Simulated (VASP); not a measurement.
Set up this calculation in VASP 6.6.1, as the native input.

| Quantity | Value |
| --- | --- |
| Task | relaxation of cell and atoms |
| Functional | BLYP |
| Potentials or basis | VASP PAW PBE potentials, release 64 (In_d) |
| Cutoff | 600 eV |
| k mesh | 8 × 8 × 8 |
| Occupations | fermi-dirac, width 0.1 eV |
| Spin | no spin polarisation |
| Dipole correction | no |
| Further INCAR settings | ALGO = Normal; EDIFF = 1e-06; IBRION = 2; EDIFFG = -0.01; NSW = 80; ISIF = 3 |

The structure of In lies in POSCAR:

```
In
1.0
    0.0000000000      3.2801942926      3.2801942926
    3.2801942926      0.0000000000      3.2801942926
    3.2801942926      3.2801942926      0.0000000000
In
2
Direct
    0.1250000000      0.1250000000      0.1250000000
    0.8750000000      0.8750000000      0.8750000000
```

This isn't the form of In at room conditions, which is tetragonal.

The input as run:

INCAR

```
AGGAC = 1.0 ; AGGAX = 1.0
ALDAC = 0.0 ; ALDAX = 1.0
ALGO = Normal ; EDIFF = 1E-6
EDIFFG = -0.01 ; ENCUT = 600
GGA = B5 ; IBRION = 2
ISIF = 3 ; ISMEAR = -1
LASPH = T ; LCHARG = F
LREAL = F ; LWAVE = F
NELM = 100 ; NSW = 80
PREC = Accurate ; SIGMA = 0.1
```

KPOINTS

```
k-points
0
Gamma
  8 8 8
```

Potentials or basis: VASP PAW PBE potentials, release 64 (In_d).

Run with:

```sh
$ cat potpaw_PBE.64/In_d/POTCAR > POTCAR
$ mpirun -np 1 vasp_std > vasp.out
```

Results of the run:

- Relaxed volume: 42.55 Å³/atom
- Relaxed cell: a = 4.937 Å, b = 4.937 Å, c = 4.937 Å, α = 60.00°, β = 60.00°, γ = 60.00°
- Space group after relaxing (to 0.1 Å): Fd-3m (No. 227)
- Energy gained by relaxing: 77.2 meV/atom
- Ionic steps: 4
- Pressure after relaxing: 0.0 GPa
- Band gap on the k mesh: zero (bands 13 and 14 overlap by 2.80 eV)

Caveat: the volume moved by over 15 % at a fixed basis, so the end points are rough; the PAW data sets were made with another functional, which shifts forces and pressure a little; spin-orbit coupling is left out, which moves the levels of the heavy elements.

Wall time 5.4 min on 1 thread of Intel Xeon 8259CL, on a shared host, peak memory 0.26 GiB.
